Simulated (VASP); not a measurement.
# Cr (Fm-3m) in VASP: further runs

Runs on Cr. Level: PBE. Tasks: single point.

Everything below comes from runs of VASP 6.6.1. Logs are shortened: lines on timing, memory, paths and dates and some standing lists are left out, and cuts for length are marked.

## 1. The cell of the first run

Symmetry: Fm-3m, No. 225, cubic system. Conventional cell: a = 3.621 Å, b = 3.621 Å, c = 3.621 Å, α = 90.00°, β = 90.00°, γ = 90.00°. Within 3.4 Å of Cr (site symmetry m-3m) lie 12 Cr at 2.56 Å.

## 2. Single point, PBE, collinear spin, ferromagnetic start

INCAR

```
ALGO     = Normal         # electronic algorithm
EDIFF    = 1E-7           # SCF threshold, eV
ENCUT    = 520            # plane-wave cutoff, eV
GGA      = PE             # functional
ISIF     = 2              # what is computed and relaxed
ISMEAR   = 0              # smearing method
ISPIN    = 2              # spin polarisation
LASPH    = True           # aspherical terms in the spheres
LCHARG   = False          # write CHGCAR
LMAXMIX  = 4              # l up to which the mixer works
LORBIT   = 11             # projections on sites
LREAL    = False          # projectors in reciprocal space
LWAVE    = False          # write WAVECAR
MAGMOM   = 0.05           # initial moments
NBANDS   = 16             # bands
NELM     = 150            # most SCF steps
PREC     = Accurate       # precision mode
SIGMA    = 0.05           # smearing width, eV
```

KPOINTS

```
k-points
0
Gamma
  20 20 20
```

POSCAR

```
Cr
1.0
    0.0000000000      1.8106427997      1.8106427997
    1.8106427997      0.0000000000      1.8106427997
    1.8106427997      1.8106427997      0.0000000000
Cr
1
Direct
    0.0000000000      0.0000000000      0.0000000000
```

Potentials or basis: VASP PAW PBE potentials, release 64 (Cr_pv).

Started as:

```bash
$ cat potpaw_PBE.64/Cr_pv/POTCAR > POTCAR
$ mpirun -np 1 vasp_std > vasp.out
```

OUTCAR:

```text
EDIFF = 1E-7
   ENCUT = 520
   GGA = PE
   ISIF = 2
   ISMEAR = 0
   ISPIN = 2
   LASPH = True
   LORBIT = 11
   LREAL = False
   NELM = 150
   PREC = Accurate

 ion  position               nearest neighbor table
   1  0.000  0.000  0.000-

  LATTYP: Found a face centered cubic cell.
 ALAT       =     3.6212855994

  Lattice vectors:

 A1 = (   0.0000000000,   1.8106427997,   1.8106427997)
 A2 = (   1.8106427997,   0.0000000000,   1.8106427997)
 A3 = (   1.8106427997,   1.8106427997,   0.0000000000)

Analysis of symmetry for initial positions (statically):
=====================================================================
 Subroutine PRICEL returns:
 Original cell was already a primitive cell.

 Routine SETGRP: Setting up the symmetry group for a
 face centered cubic supercell.

 Subroutine GETGRP returns: Found 48 space group operations
 (whereof 48 operations were pure point group operations)
 out of a pool of 48 trial point group operations.

The static configuration has the point symmetry O_h .

Analysis of symmetry for dynamics (positions and initial velocities):
=====================================================================
 Subroutine PRICEL returns:
 Original cell was already a primitive cell.

 Routine SETGRP: Setting up the symmetry group for a
 face centered cubic supercell.

 Subroutine GETGRP returns: Found 48 space group operations
 (whereof 48 operations were pure point group operations)
 out of a pool of 48 trial point group operations.

The dynamic configuration has the point symmetry O_h .

Analysis of structural, dynamic, and magnetic symmetry:
=====================================================================
 Subroutine PRICEL returns:
 Original cell was already a primitive cell.

 Routine SETGRP: Setting up the symmetry group for a
 face centered cubic supercell.

 Subroutine GETGRP returns: Found 48 space group operations
 (whereof 48 operations were pure point group operations)
 out of a pool of 48 trial point group operations.

The overall configuration has the point symmetry O_h .

 Subroutine INISYM returns: Found 48 space group operations
 (whereof 48 operations are pure point group operations),
 and found     1 'primitive' translations

----------------------------------------------------------------------------------------

                                     Primitive cell

  volume of cell :      11.8721

  direct lattice vectors                    reciprocal lattice vectors
     0.000000000  1.810642800  1.810642800    -0.276145024  0.276145024  0.276145024
     1.810642800  0.000000000  1.810642800     0.276145024 -0.276145024  0.276145024
     1.810642800  1.810642800  0.000000000     0.276145024  0.276145024 -0.276145024

  length of vectors
     2.560635604  2.560635604  2.560635604     0.478297212  0.478297212  0.478297212

  position of ions in fractional coordinates (direct lattice)
     0.000000000  0.000000000  0.000000000

  ion indices of the primitive-cell ions
   primitive index   ion index
                 1           1

----------------------------------------------------------------------------------------

 KPOINTS: k-points

Automatic generation of k-mesh.
 Grid dimensions read from file:
 generate k-points for:   20   20   20

 Generating k-lattice:

  Cartesian coordinates                     Fractional coordinates (reciprocal lattice)
    -0.013807251  0.013807251  0.013807251     0.050000000  0.000000000  0.000000000
     0.013807251 -0.013807251  0.013807251     0.000000000  0.050000000  0.000000000
     0.013807251  0.013807251 -0.013807251     0.000000000  0.000000000  0.050000000

  Length of vectors
     0.023914861  0.023914861  0.023914861

  Shift w.r.t. Gamma in fractional coordinates (k-lattice)
     0.000000000  0.000000000  0.000000000

 Subroutine IBZKPT returns following result:
 ===========================================

 Found    256 irreducible k-points:

 Following reciprocal coordinates:
            Coordinates               Weight
  0.000000  0.000000  0.000000      1.000000
  0.050000  0.000000  0.000000      8.000000
  0.100000  0.000000  0.000000      8.000000
  0.150000  0.000000  0.000000      8.000000
  0.200000  0.000000  0.000000      8.000000
  0.250000  0.000000  0.000000      8.000000
[... 16 lines left out ...]
 -0.400000  0.050000  0.000000     24.000000
 -0.350000  0.050000  0.000000     24.000000
 [... further k-points ...]
   k-points           NKPTS =    256   k-points in BZ     NKDIM =    256   number of bands    NBANDS=     16
   number of dos      NEDOS =    301   number of ions     NIONS =      1
   total plane-waves  NPLWV =   8000
   dimension x,y,z NGX =    20 NGY =   20 NGZ =   20
   dimension x,y,z NGXF=    40 NGYF=   40 NGZF=   40
   ions per type =               1
   NGX,Y,Z   is equivalent  to a cutoff of  12.98, 12.98, 12.98 a.u.
   NGXF,Y,Z  is equivalent  to a cutoff of  25.97, 25.97, 25.97 a.u.
 SYSTEM =  unknown system
   PREC   = accura    normal or accurate (medium, high low for compatibility)
   ISTART =      0    job   : 0-new  1-cont  2-samecut
   ICHARG =      2    charge: 1-file 2-atom 10-const
   ISPIN  =      2    spin polarized calculation?
   LNONCOLLINEAR =      F non collinear calculations
   LSORBIT =      F    spin-orbit coupling
   LASPH  =      T    aspherical Exc in radial PAW
   ENCUT  =  520.0 eV  38.22 Ry    6.18 a.u.   4.76  4.76  4.76*2*pi/ulx,y,z
   NELM   =    150;   NELMIN=  2; NELMDL= -5     # of ELM steps
   EDIFF  = 0.1E-06   stopping-criterion for ELM
   LREAL  =      F    real-space projection
   EDIFFG = 0.1E-05   stopping-criterion for IOM
   NSW    =      0    number of steps for IOM
   IBRION =     -1    ionic relax: 0-MD 1-quasi-New 2-CG
   NFREE  =      0    steps in history (QN), initial steepest desc. (CG)
   ISIF   =      2    stress and relaxation
   ISYM   =      2    0-nonsym 1-usesym 2-fastsym
   POTIM  = 0.5000    time-step for ionic-motion
   TEBEG  =    0.0;   TEEND  =   0.0 temperature during run
   PSTRESS=    0.0 pullay stress
   NELECT =      12.0000    total number of electrons
   NUPDOWN=      -1.0000    fix difference up-down
   EMIN   =  10.00;   EMAX   =-10.00  energy-range for DOS
   EFERMI =   0.00;   METHOD = LEGACY
   ISMEAR =     0;   SIGMA  =   0.05  broadening in eV -4-tet -1-fermi 0-gaus
   EFERMI_NEDOS =   21; number of points for ismear=-14 and -15
   IALGO  =     38    algorithm
   IMIX   =      4    mixing-type and parameters
     AMIX     =   0.40;   BMIX     =  1.00
     AMIX_MAG =   1.60;   BMIX_MAG =  1.00
  volume/ion in A,a.u.               =      11.87        80.12
  Fermi-wavevector in a.u.,A,eV,Ry     =   1.642955  3.104736 36.726244  2.699303
  Thomas-Fermi vector in A             =   2.733171
   LORBIT       =     11    0 simple, 1 ext, 2 COOP (PROOUT), +10 PAW based schemes
   GGA     = PE    functional components
   LHFCALC =     F    Hartree Fock is set to
   AEXX    =    0.0000 exact exchange contribution
   IVDW    =     0    specifies the selected vdW correction
   LEPSILON=     F    determine dielectric tensor
   LRPA    =     F    only Hartree local field effects (RPA)
 spin polarized calculation
 Gauss-broadening in eV      SIGMA  =   0.05
  energy-cutoff  :      520.00
  volume of cell :       11.87
 maximum number of plane-waves:       332
   NGX =  9   NGY =  9   NGZ =  9

 number of electron      12.0000010 magnetization      -0.0000292

 number of electron      12.0000010 magnetization       0.0000080

 Free energy of the ion-electron system (eV)
  ---------------------------------------------------
  ext. energy  EPLUGINS =         0.00000000
  ---------------------------------------------------
  free energy    TOTEN  =        -9.12432943 eV

  energy without entropy =       -9.12227187  energy(sigma->0) =       -9.12330065

 E-fermi :  10.3318     XC(G=0): -13.4996

 val. band max:       10.3283700183   @ k =   0.2000   0.1000   0.0000
 cond. band min:      10.3353500792   @ k =  -0.4500   0.3500   0.0500
 fundamental gap:      0.0069800609
 Fermi energy:        10.3318184334

 spin component 1

 k-point     1 :       0.0000    0.0000    0.0000
  band No.  band energies     occupation
      1     -32.0225      1.00000
      2     -32.0225      1.00000
      3     -32.0225      1.00000
      4       2.8368      1.00000
      5       9.9165      1.00000
      6       9.9165      1.00000
[... 8 lines left out ...]
     15      40.7160      0.00000
     16      41.3670      0.00000
[... 419 lines left out ...]
 k-point    24 :      -0.3500    0.0500    0.0000
  band No.  band energies     occupation
      1     -32.7255      1.00000
      2     -32.1359      1.00000
      3     -32.1082      1.00000
      4       6.2757      1.00000
      5       9.7573      1.00000
      6       9.9308      1.00000
[... 8 lines left out ...]
     15      38.0859      0.00000
     16      39.0472      0.00000

 [... further k-points ...]

 spin component 2

 k-point     1 :       0.0000    0.0000    0.0000
  band No.  band energies     occupation
      1     -32.0225      1.00000
      2     -32.0225      1.00000
      3     -32.0225      1.00000
      4       2.8368      1.00000
      5       9.9165      1.00000
      6       9.9165      1.00000
[... 8 lines left out ...]
     15      40.7161      0.00000
     16      41.3670      0.00000
[... 419 lines left out ...]
 k-point    24 :      -0.3500    0.0500    0.0000
  band No.  band energies     occupation
      1     -32.7255      1.00000
      2     -32.1359      1.00000
      3     -32.1081      1.00000
      4       6.2757      1.00000
      5       9.7573      1.00000
      6       9.9308      1.00000
[... 8 lines left out ...]
     15      38.0859      0.00000
     16      39.0472      0.00000

 [... further k-points ...]

------------------------ aborting loop because EDIFF is reached ----------------------------------------

  FORCE on cell =-STRESS in cart. coord.  units (eV):
  Direction    XX          YY          ZZ          XY          YZ          ZX
  --------------------------------------------------------------------------------------
  -------------------------------------------------------------------------------------
  Total       -0.0345400     -0.0345400     -0.0345400      0.0000000     -0.0000000      0.0000000
  in kB       -4.6612755     -4.6612755     -4.6612755      0.0000000     -0.0000000      0.0000000
  external PRESSURE =      -4.6612755 kB  Pullay stress =       0.0000000 kB

 VOLUME and BASIS-vectors are now :
 -----------------------------------------------------------------------------
  energy-cutoff  :      520.00
  volume of cell :       11.87
      direct lattice vectors                 reciprocal lattice vectors
     0.000000000  1.810642800  1.810642800    -0.276145024  0.276145024  0.276145024
     1.810642800  0.000000000  1.810642800     0.276145024 -0.276145024  0.276145024
     1.810642800  1.810642800  0.000000000     0.276145024  0.276145024 -0.276145024

 POSITION                                       TOTAL-FORCE (eV/Angst)
 -----------------------------------------------------------------------------------
      0.00000      0.00000      0.00000         0.000000     -0.000000     -0.000000
 -----------------------------------------------------------------------------------
    total drift:                               -0.000000     -0.000000     -0.000000

  FREE ENERGIE OF THE ION-ELECTRON SYSTEM (eV)
  ---------------------------------------------------
  free  energy   TOTEN  =        -9.1243294306 eV

  energy  without entropy=       -9.1222718720  energy(sigma->0) =       -9.12330065

 total charge

# of ion       s       p       d       tot
------------------------------------------
    1        0.441   6.372   4.200  11.014

 magnetization (x)

# of ion       s       p       d       tot
------------------------------------------
    1        0.000  -0.000   0.000   0.000
```

It took 3.2 min on 1 thread of AMD EPYC 7R13, shared host; peak memory 0.16 GiB.

Results:

- Free energy: -9.1243 eV
- Pressure: -0.5 GPa
- Band gap on the k mesh: zero (filled and empty bands overlap)
- Net moment: 0.00 μB per cell
- Valence electrons inside the program's atomic spheres: Cr 11.01

## 3. Single point, PBE, collinear spin, ferromagnetic start

This run uses another cell than the first one, of 11.94 Å³/atom, 1.006 times its volume.

INCAR

```
PREC = Accurate
ENCUT = 520
EDIFF = 1E-6
ISMEAR = 0
SIGMA = 0.05
LREAL = False
LASPH = True
NELM = 150
ALGO = Normal
ISIF = 2
LWAVE = False
LCHARG = False
ISPIN = 2
MAGMOM = 2
LORBIT = 11
LMAXMIX = 4
GGA = PE
NBANDS = 16
```

KPOINTS

```
Automatic mesh
0
Gamma
  20 20 20
```

POSCAR

```
Cr
1.0
    0.0000000000      1.8142844890      1.8142844890
    1.8142844890      0.0000000000      1.8142844890
    1.8142844890      1.8142844890      0.0000000000
Cr
1
Direct
    0.0000000000      0.0000000000      0.0000000000
```

Potentials or basis: VASP PAW PBE potentials, release 64 (Cr_pv).

Started as:

```bash
$ cat potpaw_PBE.64/Cr_pv/POTCAR > POTCAR
$ mpirun -np 1 vasp_std > vasp.out
```

OUTCAR:

```text
PREC = Accurate
   ENCUT = 520
   EDIFF = 1E-6
   ISMEAR = 0
   LREAL = False
   LASPH = True
   NELM = 150
   ISIF = 2
   ISPIN = 2
   LORBIT = 11
   GGA = PE

 ion  position               nearest neighbor table
   1  0.000  0.000  0.000-

  LATTYP: Found a face centered cubic cell.
 ALAT       =     3.6285689780

  Lattice vectors:

 A1 = (   0.0000000000,   1.8142844890,   1.8142844890)
 A2 = (   1.8142844890,   0.0000000000,   1.8142844890)
 A3 = (   1.8142844890,   1.8142844890,   0.0000000000)

Analysis of symmetry for initial positions (statically):
=====================================================================
 Subroutine PRICEL returns:
 Original cell was already a primitive cell.

 Routine SETGRP: Setting up the symmetry group for a
 face centered cubic supercell.

 Subroutine GETGRP returns: Found 48 space group operations
 (whereof 48 operations were pure point group operations)
 out of a pool of 48 trial point group operations.

The static configuration has the point symmetry O_h .

Analysis of symmetry for dynamics (positions and initial velocities):
[... 637 lines left out ...]

 [... further k-points ...]

 spin component 2

 k-point     1 :       0.0000    0.0000    0.0000
  band No.  band energies     occupation
      1     -32.1155      1.00000
      2     -32.1155      1.00000
      3     -32.1155      1.00000
      4       2.7751      1.00000
      5       9.8387      1.00000
      6       9.8387      1.00000
[... 435 lines left out ...]
      5       9.6741      1.00000
      6       9.8524      1.00000
[... 8 lines left out ...]
     15      37.8901      0.00000
     16      38.8589      0.00000

 [... further k-points ...]

------------------------ aborting loop because EDIFF is reached ----------------------------------------

  FORCE on cell =-STRESS in cart. coord.  units (eV):
  Direction    XX          YY          ZZ          XY          YZ          ZX
  --------------------------------------------------------------------------------------
  -------------------------------------------------------------------------------------
  Total       -0.1399928     -0.1399928     -0.1399928      0.0000000      0.0000000      0.0000000
  in kB      -18.7789015    -18.7789015    -18.7789015      0.0000000      0.0000000      0.0000000
  external PRESSURE =     -18.7789015 kB  Pullay stress =       0.0000000 kB

 VOLUME and BASIS-vectors are now :
 -----------------------------------------------------------------------------
  energy-cutoff  :      520.00
  volume of cell :       11.94
      direct lattice vectors                 reciprocal lattice vectors
     0.000000000  1.814284489  1.814284489    -0.275590737  0.275590737  0.275590737
     1.814284489  0.000000000  1.814284489     0.275590737 -0.275590737  0.275590737
     1.814284489  1.814284489  0.000000000     0.275590737  0.275590737 -0.275590737

 POSITION                                       TOTAL-FORCE (eV/Angst)
 -----------------------------------------------------------------------------------
      0.00000      0.00000      0.00000         0.000000      0.000000     -0.000000
 -----------------------------------------------------------------------------------
    total drift:                               -0.000000     -0.000000     -0.000000

  FREE ENERGIE OF THE ION-ELECTRON SYSTEM (eV)
  ---------------------------------------------------
  free  energy   TOTEN  =        -9.1238418807 eV

  energy  without entropy=       -9.1217466432  energy(sigma->0) =       -9.12279426

 total charge

# of ion       s       p       d       tot
------------------------------------------
    1        0.439   6.369   4.193  11.001

 magnetization (x)

# of ion       s       p       d       tot
------------------------------------------
    1        0.000  -0.000  -0.000  -0.000
```

OSZICAR:

```text
N       E                     dE             d eps       ncg     rms          rms(c)
DAV:   1     0.803452712142E+02    0.80345E+02   -0.64697E+03 16744   0.891E+02
DAV:   2    -0.878909443852E+01   -0.89134E+02   -0.84836E+02 17848   0.246E+02
DAV:   3    -0.102868640169E+02   -0.14978E+01   -0.14949E+01 18600   0.350E+01
DAV:   4    -0.102921652199E+02   -0.53012E-02   -0.53011E-02 19456   0.207E+00
DAV:   5    -0.102922056860E+02   -0.40466E-04   -0.40466E-04 18936   0.162E-01    0.138E+01
DAV:   6    -0.911757308706E+01    0.11746E+01   -0.21210E+00 16688   0.254E+01    0.275E+00
DAV:   7    -0.912465110939E+01   -0.70780E-02   -0.66170E-02 17432   0.256E+00    0.176E+00
DAV:   8    -0.912484358611E+01   -0.19248E-03   -0.25967E-03 19408   0.696E-01    0.834E-01
DAV:   9    -0.912356641131E+01    0.12772E-02   -0.17866E-03 18552   0.569E-01    0.152E-01
DAV:  10    -0.912382175510E+01   -0.25534E-03   -0.40930E-04 17936   0.188E-01    0.619E-02
DAV:  11    -0.912383831924E+01   -0.16564E-04   -0.15526E-05 19760   0.338E-02    0.283E-02
DAV:  12    -0.912384236720E+01   -0.40480E-05   -0.54891E-06 17624   0.297E-02    0.473E-03
DAV:  13    -0.912384188066E+01    0.48654E-06   -0.45023E-07  9736   0.648E-03
   1 F= -.91238419E+01 E0= -.91227943E+01  d E =-.209524E-02  mag=    -0.0002
```

Run time: 3.4 min. Hardware: 1 thread of AMD EPYC 7R13, shared host; peak memory 0.16 GiB.

Results:

- Free energy: -9.1238 eV
- Pressure: -1.9 GPa
- Band gap on the k mesh: zero (filled and empty bands overlap)
- Net moment: 0.00 μB per cell
- Valence electrons inside the program's atomic spheres: Cr 11.00

Caveat: the starting moments collapsed, and a magnetic state may lie lower.

## 4. Single point, PBE

INCAR

```
PREC = Accurate
ENCUT = 500
EDIFF = 1E-6
ISMEAR = 0
SIGMA = 0.05
LREAL = False
LASPH = True
NELM = 120
ALGO = Normal
ISIF = 2
LWAVE = False
LCHARG = False
GGA = PE
NBANDS = 12
GGA_COMPAT = False
```

KPOINTS is that of step 3.

POSCAR

```
Cr
1.0
    0.0000000000      1.8106427997      1.8106427997
    1.8106427997      0.0000000000      1.8106427997
    1.8106427997      1.8106427997      0.0000000000
Cr
1
Direct
    0.0000000000      0.0000000000      0.0000000000
```

Started as:

```bash
$ cat potpaw_PBE.64/Cr_pv/POTCAR > POTCAR
$ mpirun -np 1 vasp_std > vasp.out
```

Wall time 46 s (1 thread of Intel Xeon 8259CL, shared host); peak memory 0.15 GiB.

The run converged. Its results:

| Quantity | Value |
| --- | --- |
| Free energy | -9.1242 eV |
| Pressure | -0.6 GPa |
| Band gap on the k mesh | zero (band 6 reaches 12.85 eV, above the bottom of band 7 at 9.92 eV) |

Levels at points of the mesh, in eV from the Fermi level:
| k point | band 2 | band 3 | band 4 | band 5 | band 6 | band 7 | band 8 | band 9 | band 10 | band 11 |
| --- | --- | --- | --- | --- | --- | --- | --- | --- | --- | --- |
| (0.00, 0.00, 0.00) | -42.35 | -42.35 | -7.50 | -0.42 | -0.42 | -0.42 | 1.34 | 1.34 | 7.54 | 19.82 |
| (0.50, 0.00, 0.00) | -42.46 | -42.46 | -3.89 | -0.54 | -0.54 | 0.84 | 2.54 | 2.54 | 7.53 | 9.39 |
| (0.50, 0.50, 0.00) | -42.65 | -42.65 | -4.10 | -3.26 | 2.51 | 2.86 | 2.86 | 3.72 | 7.53 | 12.38 |

Caveat: the run has no spin polarisation, though such a crystal can be magnetic.

(Part 1 of 2 ends here.)
